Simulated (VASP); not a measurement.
# Si2Mo (I4/mmm) in VASP: settings compared, part 2 of 2

VASP 6.6.1. Earlier steps stand in the parts before.

### Step 5. Single point, PBEsol (volume scaled by 0.96)

Input file INCAR:

```
PREC = Accurate
ENCUT = 520
EDIFF = 1E-6
ISMEAR = -1
SIGMA = 0.05
LREAL = False
LASPH = True
NELM = 60
ALGO = Normal
ISIF = 2
LWAVE = False
LCHARG = True
GGA = PS
LELF = True
LVHAR = True
NBANDS = 18
```

Input file KPOINTS:

```
Automatic mesh
0
Gamma
  12 12 12
```

Input file POSCAR:

```
Si2Mo
1.0
   -1.5783757276      1.5783757276      3.8773786233
    1.5783757276     -1.5783757276      3.8773786233
    1.5783757276      1.5783757276     -3.8773786233
Mo Si
1 2
Direct
    0.0000000000      0.0000000000      0.0000000000
    0.6670000000      0.6670000000      0.0000000000
    0.3330000000      0.3330000000      0.0000000000
```

On the command line:

```sh
cat potpaw_PBE.64/Mo_sv/POTCAR potpaw_PBE.64/Si/POTCAR > POTCAR
mpirun -np 1 vasp_std > vasp.out
```

It took 1.9 min on 1 thread of AMD EPYC 9R14 (Zen 4), shared host; peak memory 0.24 GiB.

Results (log left out):

```yaml
Free_energy: -25.0492 eV
Pressure: 7.1 GPa
Largest_force: 0.258 eV/Å
Band_gap_on_the_k_mesh: zero (band 11 reaches 13.35 eV, above the bottom of band 12 at 12.30 eV)
```

Forces in eV/Å, atoms in the order of the input:
```
Mo   0.000  0.000  0.000
Si   0.000  0.000 -0.258
Si   0.000  0.000  0.258
```

Levels at points of the mesh, in eV from the Fermi level:
```tsv
k point	band 8	band 9	band 10	band 11	band 12	band 13	band 14	band 15
(0.00, 0.00, 0.00)	-3.26	-2.78	-2.78	0.43	2.93	3.35	3.76	3.76
(0.50, 0.00, 0.00)	-4.59	-2.78	-2.64	-0.58	2.39	3.10	4.35	4.36
(0.50, 0.50, 0.00)	-5.24	-4.66	-3.25	-1.14	2.45	2.90	3.18	3.38
(0.50, 0.50, 0.50)	-2.43	-0.63	-0.63	-0.52	-0.52	0.58	4.80	5.65
```

Caveat: the PAW data sets were made with another functional, which shifts forces and pressure a little.

### Step 6. Single point, PBEsol (volume scaled by 1.02)

Input file INCAR:

```
ALGO = Normal
EDIFF = 1E-7
ENCUT = 520
GGA = PS
ISIF = 2
ISMEAR = -1
LASPH = T
LCHARG = F
LREAL = F
LWAVE = F
NBANDS = 18
NELM = 80
PREC = Accurate
SIGMA = 0.05
```

Input file KPOINTS:

```
k-points
0
Gamma
  12 12 12
```

Input file POSCAR:

```
Si2Mo
1.0
   -1.6105963353      1.6105963353      3.9565305599
    1.6105963353     -1.6105963353      3.9565305599
    1.6105963353      1.6105963353     -3.9565305599
Mo Si
1 2
Direct
    0.0000000000      0.0000000000      0.0000000000
    0.6670000000      0.6670000000      0.0000000000
    0.3330000000      0.3330000000      0.0000000000
```

Potentials or basis: VASP PAW PBE potentials, release 64 (Mo_sv, Si).

On the command line:

```sh
cat potpaw_PBE.64/Mo_sv/POTCAR potpaw_PBE.64/Si/POTCAR > POTCAR
mpirun -np 1 vasp_std > vasp.out
```

OUTCAR:

```text
EDIFF = 1E-7
   ENCUT = 520
   GGA = PS
   ISIF = 2
   ISMEAR = -1
   LASPH = T
   LREAL = F
   NELM = 80
   PREC = Accurate

 ion  position               nearest neighbor table
   1  0.000  0.000  0.000-   2 2.63   2 2.63   2 2.63   3 2.63   2 2.63   3 2.63   3 2.63   3 2.63
                             2 2.64   3 2.64
   2  0.667  0.667  0.000-   3 2.63   3 2.63   3 2.63   3 2.63   1 2.63   1 2.63   1 2.63   1 2.63
                             1 2.64   3 2.64
   3  0.333  0.333  0.000-   2 2.63   2 2.63   2 2.63   2 2.63   1 2.63   1 2.63   1 2.63   1 2.63
                             1 2.64   2 2.64
[... 696 lines left out ...]
     18      19.9114      0.00000

 [... further k-points ...]
[... 5 lines left out ...]
  --------------------------------------------------------------------------------------
  -------------------------------------------------------------------------------------
  Total       -1.4872878     -1.4872878     -1.9362189      0.0000000     -0.0000000      0.0000000
  in kB      -58.0440435    -58.0440435    -75.5643784      0.0000000     -0.0000000      0.0000000
  external PRESSURE =     -63.8841551 kB  Pullay stress =       0.0000000 kB

 VOLUME and BASIS-vectors are now :
 -----------------------------------------------------------------------------
  energy-cutoff  :      520.00
  volume of cell :       41.05
      direct lattice vectors                 reciprocal lattice vectors
    -1.610596335  1.610596335  3.956530560     0.000000000  0.310444019  0.126373345
     1.610596335 -1.610596335  3.956530560     0.310444019  0.000000000  0.126373345
     1.610596335  1.610596335 -3.956530560     0.310444019  0.310444019  0.000000000

 POSITION                                       TOTAL-FORCE (eV/Angst)
 -----------------------------------------------------------------------------------
      0.00000      0.00000      0.00000        -0.000000     -0.000000      0.000000
      0.00000      0.00000      5.27801         0.000000      0.000000     -0.351399
      0.00000      0.00000      2.63505        -0.000000     -0.000000      0.351399
 -----------------------------------------------------------------------------------
    total drift:                                0.000000      0.000000     -0.000000

  FREE ENERGIE OF THE ION-ELECTRON SYSTEM (eV)
  ---------------------------------------------------
  free  energy   TOTEN  =       -25.0496573700 eV

  energy  without entropy=      -25.0473544493  energy(sigma->0) =      -25.04850591
```

stdout:

```text
POSCAR found type information on POSCAR MoSi
 POSCAR found :  2 types and       3 ions
 scaLAPACK will be used
 -----------------------------------------------------------------------------
|                                                                             |
|                                                                             |
|     You enforced a specific xc type in the INCAR file but a different       |
|     I HOPE YOU KNOW WHAT YOU ARE DOING!                                     |
|                                                                             |
 -----------------------------------------------------------------------------

 LDA part: xc-table for (Slater+PW92), standard interpolation
 POSCAR, INCAR and KPOINTS ok, starting setup
 FFT: planning ... GRIDC
 FFT: planning ... GRID_SOFT
 FFT: planning ... GRID
 WAVECAR not read
 entering main loop
```

It took 2 min on 1 thread of AMD EPYC 9R14 (Zen 4), shared host; peak memory 0.24 GiB.

What came out:

- Free energy: -25.0497 eV
- Pressure: -6.4 GPa
- Largest force: 0.351 eV/Å
- Band gap on the k mesh: zero (band 11 reaches 12.40 eV, above the bottom of band 12 at 11.37 eV)

Forces on the atoms (eV/Å):
```
Mo   0.000  0.000  0.000
Si   0.000  0.000 -0.351
Si   0.000  0.000  0.351
```

Stress tensor (GPa, compression positive):
```
-5.80  0.00  0.00
 0.00 -5.80  0.00
 0.00  0.00 -7.56
```

Caveat: the PAW data sets were made with another functional, which shifts forces and pressure a little.

### Step 7. Summary

| level | potentials or basis | cell | gap on the mesh (eV) | pressure (GPa) | largest force (eV/Å) |
| --- | --- | --- | --- | --- | --- |
| LDA | VASP PAW LDA potentials, release 64 (Mo_sv, Si) | a = 4.595 Å, angles 138.7, 138.7, 59.9°, 3 atoms | none | -12.8 | 0.42 |
| LDA | VASP PAW LDA potentials, release 64 (Mo_sv, Si) | a = 4.624 Å, angles 138.7, 138.7, 59.9°, 3 atoms | none | -15.9 | 0.45 |
| PBEsol | VASP PAW PBE potentials, release 64 (Mo_sv, Si) | a = 4.535 Å, angles 138.7, 138.7, 59.9°, 3 atoms | none | -2.4 | 0.32 |
| PBEsol | VASP PAW PBE potentials, release 64 (Mo_sv, Si) | a = 4.474 Å, angles 138.7, 138.7, 59.9°, 3 atoms | none | 7.1 | 0.26 |
| PBEsol | VASP PAW PBE potentials, release 64 (Mo_sv, Si) | a = 4.565 Å, angles 138.7, 138.7, 59.9°, 3 atoms | none | -6.4 | 0.35 |

Alike in all rows: task single point; no spin polarisation; k mesh 12 × 12 × 12; cutoff (eV) 520; smearing fermi-dirac 0.05 eV.

Caveats: the PAW data sets were made with another functional, which shifts forces and pressure a little (some runs).

Total energies depend on the potentials used, so only differences within one code and one set of settings carry meaning.
